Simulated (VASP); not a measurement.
Write the native input for VASP 6.6.1 that does the following.

```
Task                               : single point
Functional                         : r2SCAN50
Potentials or basis                : VASP PAW PBE potentials, release 64 (Ru_pv, Al)
Cutoff                             : 520 eV
k mesh                             : 5 × 5 × 5
Occupations                        : fermi-dirac, width 0.05 eV
Spin                               : no spin polarisation
Dipole correction                  : no
Grid for exact exchange (PRECFOCK) : Normal
Further INCAR settings             : ALGO = Normal; EDIFF = 1e-07; NBANDS = 16
```

Crystal: AlRu.

```
CELL_PARAMETERS angstrom
2.99160 0.00000 0.00000
0.00000 2.99160 0.00000
0.00000 0.00000 2.99160
ATOMIC_POSITIONS crystal
Ru 0.50000 0.50000 0.50000
Al 0.00000 0.00000 0.00000
```

One way to write it, as run:

POSCAR

```
AlRu
1.0
    2.9916000000      0.0000000000      0.0000000000
    0.0000000000      2.9916000000      0.0000000000
    0.0000000000      0.0000000000      2.9916000000
Ru Al
1 1
Direct
    0.5000000000      0.5000000000      0.5000000000
    0.0000000000      0.0000000000      0.0000000000
```

INCAR.step1

```
SYSTEM = AlRu
ALGO = Normal
EDIFF = 1E-5
ENCUT = 520
GGA = PE
ISIF = 2
ISMEAR = -1
LASPH = .True.
LREAL = .False.
LWAVE = .True.
NBANDS = 16
NELM = 100
PREC = Accurate
SIGMA = 0.05
```

INCAR.step2

```
SYSTEM = AlRu
AEXX = 0.5
ALGO = Normal
EDIFF = 1E-7
ENCUT = 520
ISIF = 2
ISMEAR = -1
ISTART = 1
LASPH = .True.
LCHARG = .True.
LELF = .True.
LHFCALC = .True.
LMIXTAU = .True.
LREAL = .False.
LVHAR = .True.
LWAVE = .False.
METAGGA = R2SCAN
NBANDS = 16
NELM = 100
PREC = Accurate
PRECFOCK = Normal
SIGMA = 0.05
```

KPOINTS

```
k-points
0
Gamma
  5 5 5
  0 0 0
```

Potentials or basis: VASP PAW PBE potentials, release 64 (Ru_pv, Al).

The run is started by

```sh
$ cat potpaw_PBE.64/Ru_pv/POTCAR potpaw_PBE.64/Al/POTCAR > POTCAR
$ cp INCAR.step1 INCAR
$ mpirun -np 1 vasp_std > vasp.out
$ cp INCAR.step2 INCAR
$ mpirun -np 1 vasp_std > vasp.out
```

Results of the run:

```
Pressure : -12.0 GPa
```

Caveat: the k points lie up to 0.42 Å⁻¹ apart; the PAW data sets were made with another functional, which shifts forces and pressure a little.

It took 12 min on 1 thread of AMD EPYC 9R45 96-Core Processor (Zen 5), with other jobs on the host, peak memory 0.13 GiB.
